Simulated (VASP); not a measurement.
The system is SiW7.

```
CELL_PARAMETERS angstrom
-3.18800 3.18800 3.18800
3.18800 -3.18800 3.18800
3.18800 3.18800 -3.18800
ATOMIC_POSITIONS crystal
Si 0.00000 0.00000 0.00000
W 0.00000 0.50000 0.50000
W 0.50000 0.50000 0.50000
W 0.00000 0.50000 0.00000
W 0.50000 0.00000 0.00000
W 0.50000 0.00000 0.50000
W 0.50000 0.50000 0.00000
W 0.00000 0.00000 0.50000
```

- Program: VASP 6.6.1
- Task: relaxation of cell and atoms
- Functional: PBE
- Potentials or basis: VASP PAW PBE potentials, release 64 (Si, W_sv)
- Cutoff: 600 eV
- k mesh: 4 × 4 × 4
- Occupations: gaussian, width 0.2 eV
- Spin: no spin polarisation

At the start: pressure -7.0 GPa; volume 16.20 Å³/atom.

**Question.** Where does the relaxation end?

**Answer.** Over 3 steps the energy falls by 9.3 meV/atom and the volume is 15.80 Å³/atom (-2.5 %); space group Im-3m (No. 229, to 0.1 Å) before and after.

Step by step:
| step | energy change (eV) | largest force (eV/Å) | pressure (GPa) | volume (Å³) |
| --- | --- | --- | --- | --- |
| 1 | 0.0000 | 0.0000 | -7.03 | 129.60 |
| 2 | 0.6660 | 0.0000 | 26.58 | 116.73 |
| 3 | -0.0742 | 0.0000 | -0.21 | 126.39 |

Final structure:
```xyz
8
Lattice="-3.1615 3.1615 3.1615 3.1615 -3.1615 3.1615 3.1615 3.1615 -3.1615" Properties=species:S:1:pos:R:3 pbc="T T T"
Si    0.0000    0.0000    0.0000
W     3.1615    0.0000    0.0000
W     1.5807    1.5807    1.5807
W     1.5807   -1.5807    1.5807
W    -1.5807    1.5807    1.5807
W     0.0000    3.1615    0.0000
W     0.0000    0.0000    3.1615
W     1.5807    1.5807   -1.5807
```
